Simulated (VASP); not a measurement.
Runs of VASP 6.6.1 on HfO2. The structure is that of space group P4_2/nmc (No. 137), or close to it. The cells are those of the table. 

| task | level | spin | cell | k mesh | cutoff (eV) | smearing | dipole correction | tolerance level | purpose | route | gap on the mesh (eV) | pressure (GPa) | largest force (eV/Å) |
| --- | --- | --- | --- | --- | --- | --- | --- | --- | --- | --- | --- | --- | --- |
| single point | PBE | off | a = 3.416, b = 3.416, c = 5.172 Å, 6 atoms | 7 × 7 × 5 | 520 | fermi-dirac 0.05 eV | no | - | - | - | 4.99 | 34.0 | 0.51 |
| single point | PBE | non-collinear, zero start, SOC | a = 3.558, b = 3.558, c = 5.172 Å, 6 atoms | 6 × 6 × 4 | 520 | fermi-dirac 0.05 eV | no | - | - | - | - | 6.6 | 0.09 |
| single point | revPBE | off | a = 3.558, b = 3.558, c = 5.172 Å, 6 atoms | 8 × 8 × 5 | 520 | fermi-dirac 0.05 eV | no | - | - | - | (b) | 10.2 | 0.12 |
| band structure | r2SCAN | off | a = 3.558, b = 3.558, c = 5.172 Å, 6 atoms | 8 × 8 × 6 | 640 | gaussian 0.03 eV | - | screening | bands | KPOINTS_OPT | (c) | 0.1 | - |
| single point | PBEsol | off | a = 3.510, b = 3.510, c = 5.102 Å, 6 atoms | 8 × 8 × 5 | 520 | fermi-dirac 0.05 eV | no | - | - | - | 4.78 | (a) | 0.31 |

Alike in all rows: potentials or basis VASP PAW PBE potentials, release 64 (Hf_pv, O).

Problem. Estimate the missing entries.

Solution. (a) 10.1; (b) 4.81; (c) 5.30.

Caveats: the cell stands under pressure (at least some runs); spin-orbit coupling is left out, which moves the levels of the heavy elements (at least some runs); an odd mesh through Γ misses points on the zone boundary, where band edges can lie (at least some runs); the PAW data sets were made with another functional, which shifts forces and pressure a little (at least some runs).

A k mesh can miss the band edges, and rows without SOC leave out spin-orbit coupling on Hf.
